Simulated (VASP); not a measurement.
# MgS in VASP: notebook

The runs below take MgS through single point, with PBE, r2SCAN, HSE06.

Program: VASP 6.6.1. These are calculated values, not measurements. Logs are shortened: lines on timing, memory, paths and dates and some standing lists are left out, and cuts for length are marked.

### 1 The cell of the first run

The structure is hexagonal, space group P6_3mc (No. 186). The conventional cell has a = 4.226 Å, b = 4.226 Å, c = 6.060 Å, α = 90.00°, β = 90.00°, γ = 120.00°. Mg (site symmetry 3m) has 4 S at 2.47 to 2.50 Å within 3.3 Å. Within 3.3 Å of S (site symmetry 3m) lie 4 Mg at 2.47 to 2.50 Å.

### 2 Single point, PBE (epitaxial xy strain +4.9%)

Contents of INCAR:

```
SYSTEM = MgS
ALGO = Normal ; EDIFF = 1E-6
ENCUT = 520 ; GGA = PE
ISIF = 2 ; ISMEAR = -1
LASPH = .TRUE. ; LCHARG = .FALSE.
LREAL = .FALSE. ; LWAVE = .FALSE.
NBANDS = 16 ; NELM = 80
PREC = Accurate ; SIGMA = 0.02
```

Contents of KPOINTS:

```
k-points
0
G
  12 12 4
  0 0 0
```

Contents of POSCAR:

```
MgS
1.0
    4.2260282880      0.0000000000      0.0000000000
   -2.1130141440      3.6598478545      0.0000000000
    0.0000000000      0.0000000000      6.0598073841
Mg S
2 2
Direct
    0.3333333333      0.6666666667     -0.0166958447
    0.6666666667      0.3333333333      0.4833041553
    0.3333333333      0.6666666667      0.3916958447
    0.6666666667      0.3333333333      0.8916958447
```

Potentials or basis: VASP PAW PBE potentials, release 64 (Mg, S).

Command:

```sh
$ cat potpaw_PBE.64/Mg/POTCAR potpaw_PBE.64/S/POTCAR > POTCAR
$ mpirun -np 1 vasp_std > vasp.out
```

OUTCAR:

```text
SYSTEM = MgS
   EDIFF = 1E-6
   ENCUT = 520
   GGA = PE
   ISIF = 2
   ISMEAR = -1
   LASPH = .TRUE.
   LREAL = .FALSE.
   NELM = 80
   PREC = Accurate

 ion  position               nearest neighbor table
   1  0.333  0.667  0.983-   3 2.47   4 2.50   4 2.50   4 2.50
   2  0.667  0.333  0.483-   4 2.47   3 2.50   3 2.50   3 2.50
   3  0.333  0.667  0.392-   1 2.47   2 2.50   2 2.50   2 2.50
   4  0.667  0.333  0.892-   2 2.47   1 2.50   1 2.50   1 2.50

  LATTYP: Found a hexagonal cell.
 ALAT       =     4.2260282880
 C/A-ratio  =     1.4339249459

  Lattice vectors:

 A1 = (   4.2260282880,   0.0000000000,   0.0000000000)
 A2 = (  -2.1130141440,   3.6598478545,   0.0000000000)
 A3 = (   0.0000000000,   0.0000000000,   6.0598073841)

Analysis of symmetry for initial positions (statically):
=====================================================================
 Subroutine PRICEL returns:
 Original cell was already a primitive cell.

 Routine SETGRP: Setting up the symmetry group for a
 hexagonal supercell.

 Subroutine GETGRP returns: Found 12 space group operations
 (whereof  6 operations were pure point group operations)
 out of a pool of 24 trial point group operations.

The static configuration has the point symmetry C_3v.
 The point group associated with its full space group is C_6v.

Analysis of symmetry for dynamics (positions and initial velocities):
=====================================================================
 Subroutine PRICEL returns:
 Original cell was already a primitive cell.

 Routine SETGRP: Setting up the symmetry group for a
 hexagonal supercell.

 Subroutine GETGRP returns: Found 12 space group operations
 (whereof  6 operations were pure point group operations)
 out of a pool of 24 trial point group operations.

The dynamic configuration has the point symmetry C_3v.
 The point group associated with its full space group is C_6v.

 Subroutine INISYM returns: Found 12 space group operations
 (whereof  6 operations are pure point group operations),
 and found     1 'primitive' translations

----------------------------------------------------------------------------------------

                                     Primitive cell

  volume of cell :      93.7247

  direct lattice vectors                    reciprocal lattice vectors
     4.226028288  0.000000000  0.000000000     0.236628799  0.136617701  0.000000000
    -2.113014144  3.659847855  0.000000000     0.000000000  0.273235402  0.000000000
     0.000000000  0.000000000  6.059807384     0.000000000  0.000000000  0.165021747

  length of vectors
[... 90 lines left out ...]
   IBRION =     -1    ionic relax: 0-MD 1-quasi-New 2-CG
   NFREE  =      0    steps in history (QN), initial steepest desc. (CG)
   ISIF   =      2    stress and relaxation
   ISYM   =      2    0-nonsym 1-usesym 2-fastsym
   POTIM  = 0.5000    time-step for ionic-motion
   TEBEG  =    0.0;   TEEND  =   0.0 temperature during run
   PSTRESS=    0.0 pullay stress
   NELECT =      16.0000    total number of electrons
   NUPDOWN=      -1.0000    fix difference up-down
   EMIN   =  10.00;   EMAX   =-10.00  energy-range for DOS
   EFERMI =   0.00;   METHOD = LEGACY
   ISMEAR =    -1;   SIGMA  =   0.02  broadening in eV -4-tet -1-fermi 0-gaus
   EFERMI_NEDOS =   21; number of points for ismear=-14 and -15
   IALGO  =     38    algorithm
   IMIX   =      4    mixing-type and parameters
     AMIX     =   0.40;   BMIX     =  1.00
     AMIX_MAG =   1.60;   BMIX_MAG =  1.00
  volume/ion in A,a.u.               =      23.43       158.12
  Fermi-wavevector in a.u.,A,eV,Ry     =   0.908162  1.716178 11.221521  0.824759
  Thomas-Fermi vector in A             =   2.032056
   LORBIT       =      0    0 simple, 1 ext, 2 COOP (PROOUT), +10 PAW based schemes
   GGA     = PE    functional components
   LHFCALC =     F    Hartree Fock is set to
   AEXX    =    0.0000 exact exchange contribution
   IVDW    =     0    specifies the selected vdW correction
   LEPSILON=     F    determine dielectric tensor
   LRPA    =     F    only Hartree local field effects (RPA)
 non-spin polarized calculation
  energy-cutoff  :      520.00
  volume of cell :       93.72
 maximum number of plane-waves:      2561
 NGX is ok and might be reduce to    32
   NGX = 15   NGY = 15   NGZ = 23

 number of electron      16.0000001 magnetization

 Free energy of the ion-electron system (eV)
  ---------------------------------------------------
  ext. energy  EPLUGINS =         0.00000000
  ---------------------------------------------------
  free energy    TOTEN  =       -16.88999654 eV

  energy without entropy =      -16.88999654  energy(sigma->0) =      -16.88999654

 E-fermi :   1.7639     XC(G=0):  -8.2620

 val. band max:        1.3476948959   @ k =   0.0000   0.0000   0.0000
 cond. band min:       4.2248786469   @ k =   0.0000   0.0000   0.0000
 fundamental gap:      2.8771837510
 Fermi energy:         1.7639409355

 k-point     1 :       0.0000    0.0000    0.0000
  band No.  band energies     occupation
      1     -10.2867      2.00000
      2      -9.4228      2.00000
      3      -1.9389      2.00000
      4       0.1577      2.00000
      5       0.1577      2.00000
      6       0.7671      2.00000
[... 433 lines left out ...]
      3      -1.7757      2.00000
      4      -1.2517      2.00000
      5      -0.4147      2.00000
      6      -0.2022      2.00000
[... 8 lines left out ...]
     15      10.0371      0.00000
     16      10.4948      0.00000

 [... further k-points ...]

------------------------ aborting loop because EDIFF is reached ----------------------------------------

  FORCE on cell =-STRESS in cart. coord.  units (eV):
  Direction    XX          YY          ZZ          XY          YZ          ZX
  --------------------------------------------------------------------------------------
  -------------------------------------------------------------------------------------
  Total       -1.6272245     -1.6272245      0.4078388      0.0000000     -0.0000000      0.0000000
  in kB      -27.8165851    -27.8165851      6.9717998      0.0000000     -0.0000000      0.0000000
  external PRESSURE =     -16.2204568 kB  Pullay stress =       0.0000000 kB

 VOLUME and BASIS-vectors are now :
 -----------------------------------------------------------------------------
  energy-cutoff  :      520.00
  volume of cell :       93.72
      direct lattice vectors                 reciprocal lattice vectors
     4.226028288  0.000000000  0.000000000     0.236628799  0.136617701  0.000000000
    -2.113014144  3.659847855  0.000000000     0.000000000  0.273235402  0.000000000
     0.000000000  0.000000000  6.059807384     0.000000000  0.000000000  0.165021747

 POSITION                                       TOTAL-FORCE (eV/Angst)
 -----------------------------------------------------------------------------------
     -0.00000      2.43990      5.95863        -0.000000      0.000000     -0.017439
      2.11301      1.21995      2.92873         0.000000     -0.000000     -0.017439
     -0.00000      2.43990      2.37360        -0.000000      0.000000      0.017439
      2.11301      1.21995      5.40351        -0.000000     -0.000000      0.017439
 -----------------------------------------------------------------------------------
    total drift:                               -0.000000      0.000000     -0.000750

  FREE ENERGIE OF THE ION-ELECTRON SYSTEM (eV)
  ---------------------------------------------------
  free  energy   TOTEN  =       -16.8899965372 eV

  energy  without entropy=      -16.8899965372  energy(sigma->0) =      -16.88999654
```

OSZICAR:

```text
N       E                     dE             d eps       ncg     rms          rms(c)
DAV:   1     0.623284302016E+02    0.62328E+02   -0.58515E+03  1824   0.803E+02
DAV:   2    -0.119312030542E+02   -0.74260E+02   -0.68169E+02  2632   0.135E+02
DAV:   3    -0.178712435906E+02   -0.59400E+01   -0.59143E+01  2472   0.416E+01
DAV:   4    -0.179439280044E+02   -0.72684E-01   -0.72675E-01  2272   0.568E+00
DAV:   5    -0.179452922118E+02   -0.13642E-02   -0.13642E-02  2528   0.789E-01    0.566E+00
DAV:   6    -0.169454814797E+02    0.99981E+00   -0.15090E+00  2000   0.569E+00    0.431E+00
DAV:   7    -0.168751994417E+02    0.70282E-01   -0.37777E-01  2360   0.287E+00    0.321E+00
DAV:   8    -0.168921761312E+02   -0.16977E-01   -0.43994E-02  2104   0.142E+00    0.212E+00
DAV:   9    -0.168894557563E+02    0.27204E-02   -0.46281E-03  2184   0.465E-01    0.531E-01
DAV:  10    -0.168898162471E+02   -0.36049E-03   -0.15341E-03  2472   0.180E-01    0.432E-02
DAV:  11    -0.168899803964E+02   -0.16415E-03   -0.16430E-04  2016   0.729E-02    0.514E-02
DAV:  12    -0.168899955989E+02   -0.15203E-04   -0.18540E-05  2296   0.238E-02    0.269E-02
DAV:  13    -0.168899968851E+02   -0.12862E-05   -0.51143E-06  2112   0.116E-02    0.127E-02
DAV:  14    -0.168899965372E+02    0.34794E-06   -0.56752E-07  1896   0.431E-03
   1 F= -.16889997E+02 E0= -.16889997E+02  d E =-.236850E-11
```

stdout:

```text
POSCAR found type information on POSCAR MgS
 POSCAR found :  2 types and       4 ions
 scaLAPACK will be used
 LDA part: xc-table for (Slater+PW92), standard interpolation
 POSCAR, INCAR and KPOINTS ok, starting setup
 FFT: planning ... GRIDC
 FFT: planning ... GRID_SOFT
 FFT: planning ... GRID
 WAVECAR not read
 entering main loop
```

It took 97 s on 1 thread of Intel Xeon 8259CL, shared host; peak memory 0.25 GiB.

What came out:

| Item | Value |
| --- | --- |
| Free energy | -16.8900 eV |
| Pressure | -1.6 GPa |
| Largest force | 0.017 eV/Å |
| Band gap on the k mesh | 2.88 eV |

Forces on the atoms (eV/Å):
```
Mg   0.000  0.000 -0.017
Mg   0.000  0.000 -0.017
S    0.000  0.000  0.017
S    0.000  0.000  0.017
```

Stress tensor (GPa, compression positive):
```
-2.78  0.00  0.00
 0.00 -2.78  0.00
 0.00  0.00  0.70
```

Levels at points of the mesh, in eV from the valence-band top:
```
           k point  band 4  band 5  band 6  band 7  band 8  band 9  band 10  band 11  band 12  band 13
(0.00, 0.00, 0.00)   -1.19   -1.19   -0.58   -0.58    0.00    2.88     3.69     6.65     6.65     7.86
(0.50, 0.00, 0.00)   -2.51   -2.11   -1.79   -1.14   -0.75    4.03     4.97     5.71     6.97     7.72
(0.00, 0.00, 0.50)   -1.98   -0.90   -0.90   -0.90   -0.90    4.29     4.29     6.76     6.76     6.76
(0.50, 0.00, 0.50)   -3.39   -1.33   -1.33   -0.83   -0.83    4.39     4.39     6.09     6.09     8.84
```

Caveat: the cell differs from its parent crystal (epitaxial xy strain +4.9%).

### 3 Single point, r2SCAN (epitaxial xy strain +4.9%)

POSCAR is that of step 2.

Contents of INCAR.step1:

```
  ALGO = Normal
  EDIFF = 1E-4
  ENCUT = 520
  GGA = PE
  ISMEAR = 0
  LASPH = True
  LCHARG = False
  LREAL = False
  LWAVE = True
  NBANDS = 16
  NELM = 100
  PREC = Accurate
  SIGMA = 0.01
```

Contents of INCAR.step2:

```
  ALGO = Normal
  EDIFF = 1E-6
  ENCUT = 520
  ISIF = 2
  ISMEAR = 0
  ISTART = 1
  LASPH = True
  LCHARG = False
  LMIXTAU = True
  LREAL = False
  LWAVE = False
  METAGGA = R2SCAN
  NBANDS = 16
  NELM = 100
  PREC = Accurate
  SIGMA = 0.01
```

Contents of KPOINTS:

```
k-points
0
Gamma
  12 12 4
```

Potentials or basis: VASP PAW PBE potentials, release 64 (Mg, S).

Command:

```sh
$ cat potpaw_PBE.64/Mg/POTCAR potpaw_PBE.64/S/POTCAR > POTCAR
$ cp INCAR.step1 INCAR
$ mpirun -np 1 vasp_std > vasp.out
$ cp INCAR.step2 INCAR
$ mpirun -np 1 vasp_std > vasp.out
```

OUTCAR:

```text
EDIFF = 1E-6
   ENCUT = 520
   ISIF = 2
   ISMEAR = 0
   ISTART = 1
   LASPH = True
   LREAL = False
   METAGGA = R2SCAN
   NELM = 100
   PREC = Accurate

 ion  position               nearest neighbor table
   1  0.333  0.667  0.983-   3 2.47   4 2.50   4 2.50   4 2.50
   2  0.667  0.333  0.483-   4 2.47   3 2.50   3 2.50   3 2.50
   3  0.333  0.667  0.392-   1 2.47   2 2.50   2 2.50   2 2.50
   4  0.667  0.333  0.892-   2 2.47   1 2.50   1 2.50   1 2.50

  LATTYP: Found a hexagonal cell.
 ALAT       =     4.2260282880
 C/A-ratio  =     1.4339249459

  Lattice vectors:

 A1 = (   4.2260282880,   0.0000000000,   0.0000000000)
 A2 = (  -2.1130141440,   3.6598478545,   0.0000000000)
 A3 = (   0.0000000000,   0.0000000000,   6.0598073841)

Analysis of symmetry for initial positions (statically):
=====================================================================
 Subroutine PRICEL returns:
 Original cell was already a primitive cell.

 Routine SETGRP: Setting up the symmetry group for a
 hexagonal supercell.

 Subroutine GETGRP returns: Found 12 space group operations
 (whereof  6 operations were pure point group operations)
 out of a pool of 24 trial point group operations.

The static configuration has the point symmetry C_3v.
 The point group associated with its full space group is C_6v.

Analysis of symmetry for dynamics (positions and initial velocities):
=====================================================================
 Subroutine PRICEL returns:
 Original cell was already a primitive cell.

 Routine SETGRP: Setting up the symmetry group for a
 hexagonal supercell.

 Subroutine GETGRP returns: Found 12 space group operations
 (whereof  6 operations were pure point group operations)
 out of a pool of 24 trial point group operations.
[... 123 lines left out ...]
   IALGO  =     38    algorithm
   IMIX   =      4    mixing-type and parameters
     AMIX     =   0.40;   BMIX     =  1.00
     AMIX_MAG =   1.60;   BMIX_MAG =  1.00
  volume/ion in A,a.u.               =      23.43       158.12
  Fermi-wavevector in a.u.,A,eV,Ry     =   0.908162  1.716178 11.221521  0.824759
  Thomas-Fermi vector in A             =   2.032056
   LORBIT       =      0    0 simple, 1 ext, 2 COOP (PROOUT), +10 PAW based schemes
   METAGGA = R2SCAN    functional components
   LHFCALC =     F    Hartree Fock is set to
   AEXX    =    0.0000 exact exchange contribution
   IVDW    =     0    specifies the selected vdW correction
   LEPSILON=     F    determine dielectric tensor
   LRPA    =     F    only Hartree local field effects (RPA)
 non-spin polarized calculation
 Gauss-broadening in eV      SIGMA  =   0.01
  energy-cutoff  :      520.00
  volume of cell :       93.72
 maximum number of plane-waves:      2561
 NGX is ok and might be reduce to    32
   NGX = 15   NGY = 15   NGZ = 23

 number of electron      16.0000001 magnetization

 Free energy of the ion-electron system (eV)
  ---------------------------------------------------
  ext. energy  EPLUGINS =         0.00000000
  ---------------------------------------------------
  free energy    TOTEN  =       -30.81081330 eV

  energy without entropy =      -30.81081330  energy(sigma->0) =      -30.81081330

 E-fermi :   1.1271     XC(G=0):  -8.6463

 val. band max:        1.0807126787   @ k =   0.0000   0.0000   0.0000
 cond. band min:       4.6005905088   @ k =   0.0000   0.0000   0.0000
 fundamental gap:      3.5198778301
 Fermi energy:         1.1271010139

 k-point     1 :       0.0000    0.0000    0.0000
  band No.  band energies     occupation
      1     -11.0452      2.00000
      2     -10.1555      2.00000
      3      -2.2563      2.00000
      4      -0.1492      2.00000
      5      -0.1492      2.00000
      6       0.4721      2.00000
[... 433 lines left out ...]
      3      -2.0710      2.00000
      4      -1.5263      2.00000
      5      -0.7073      2.00000
      6      -0.5141      2.00000
[... 8 lines left out ...]
     15      10.5050      0.00000
     16      10.8956      0.00000

 [... further k-points ...]

------------------------ aborting loop because EDIFF is reached ----------------------------------------

  FORCE on cell =-STRESS in cart. coord.  units (eV):
  Direction    XX          YY          ZZ          XY          YZ          ZX
  --------------------------------------------------------------------------------------
  -------------------------------------------------------------------------------------
  Total       -2.3931359     -2.3931359     -0.1365418      0.0000000      0.0000000      0.0000000
  in kB      -40.9094552    -40.9094552     -2.3341131      0.0000000      0.0000000      0.0000000
  external PRESSURE =     -28.0510079 kB  Pullay stress =       0.0000000 kB

 VOLUME and BASIS-vectors are now :
 -----------------------------------------------------------------------------
  energy-cutoff  :      520.00
  volume of cell :       93.72
      direct lattice vectors                 reciprocal lattice vectors
     4.226028288  0.000000000  0.000000000     0.236628799  0.136617701  0.000000000
    -2.113014144  3.659847855  0.000000000     0.000000000  0.273235402  0.000000000
     0.000000000  0.000000000  6.059807384     0.000000000  0.000000000  0.165021747

 POSITION                                       TOTAL-FORCE (eV/Angst)
 -----------------------------------------------------------------------------------
     -0.00000      2.43990      5.95863        -0.000000      0.000000      0.008321
      2.11301      1.21995      2.92873         0.000000     -0.000000      0.008321
     -0.00000      2.43990      2.37360        -0.000000      0.000000     -0.008321
      2.11301      1.21995      5.40351         0.000000     -0.000000     -0.008321
 -----------------------------------------------------------------------------------
    total drift:                               -0.000000     -0.000000     -0.011495

  FREE ENERGIE OF THE ION-ELECTRON SYSTEM (eV)
  ---------------------------------------------------
  free  energy   TOTEN  =       -30.8108132972 eV

  energy  without entropy=      -30.8108132972  energy(sigma->0) =      -30.81081330
```

It took 6.2 min on 1 thread of Intel Xeon 8259CL, shared host; peak memory 0.27 GiB.

Results:

```
Free energy            : -30.8108 eV
Pressure               : -2.8 GPa
Largest force          : 0.008 eV/Å
Band gap on the k mesh : 3.52 eV
```

Forces on the atoms (eV/Å):
```
Mg   0.000  0.000  0.008
Mg   0.000  0.000  0.008
S    0.000  0.000 -0.008
S    0.000  0.000 -0.008
```

Stress tensor (GPa, compression positive):
```
-4.09  0.00  0.00
 0.00 -4.09  0.00
 0.00  0.00 -0.23
```

Caveat: the cell differs from its parent crystal (epitaxial xy strain +4.9%); the PAW data sets were made with another functional, which shifts forces and pressure a little. A k mesh can miss the band edges.

[end of part 1 of 2]
